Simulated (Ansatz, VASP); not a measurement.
Zn4HO4: VASP beside Ansatz

```xyz
9
Lattice="5.5148 0.0000 0.0000 0.0000 5.5148 0.0000 0.0000 0.0000 3.2430" Properties=species:S:1:pos:R:3 pbc="T T T"
Zn    1.0041    1.0041    1.6215
Zn    4.5108    4.5108    1.6215
Zn    3.7615    1.7533    0.0000
Zn    1.7533    3.7615    0.0000
O     4.5111    1.0037    1.6215
O     1.0037    4.5111    1.6215
O     3.7611    3.7611    0.0000
O     1.7537    1.7537    0.0000
H     5.5150   -1.7537    0.3243
```

Alike in both runs: task single point; functional PBEsol; k mesh 4 × 4 × 8; occupations gaussian, width 0.05 eV; no spin polarisation.

```csv
,VASP,Ansatz
version,VASP 6.6.1,Ansatz 0.2.0
potentials or method,"VASP PAW PBE potentials, release 64 (Zn, O, H), cutoff 520 eV","scalar-relativistic, plane waves, PAW"
valence electrons in the cell,73,73
```

|  | VASP | Ansatz | Ansatz less VASP |
| --- | --- | --- | --- |
| gap on the k mesh at the Fermi level (eV) | none | none | - |
| pressure (GPa) | 6.1 | 5.2 | -0.93 |
| traceless stress, the component that is largest in VASP (GPa) | 2.15 | 2.02 | -0.126 |
| rms of the force components (eV/Å) | 0.328 | 0.324 | -0.0040 |

VASP's potentials were made for PBE, not for PBEsol, and Ansatz warns of the same on its side. Atom by atom the forces differ by 0.006 eV/Å (rms over components). A gap of «none» marks a metal or a gap that the smearing closes.
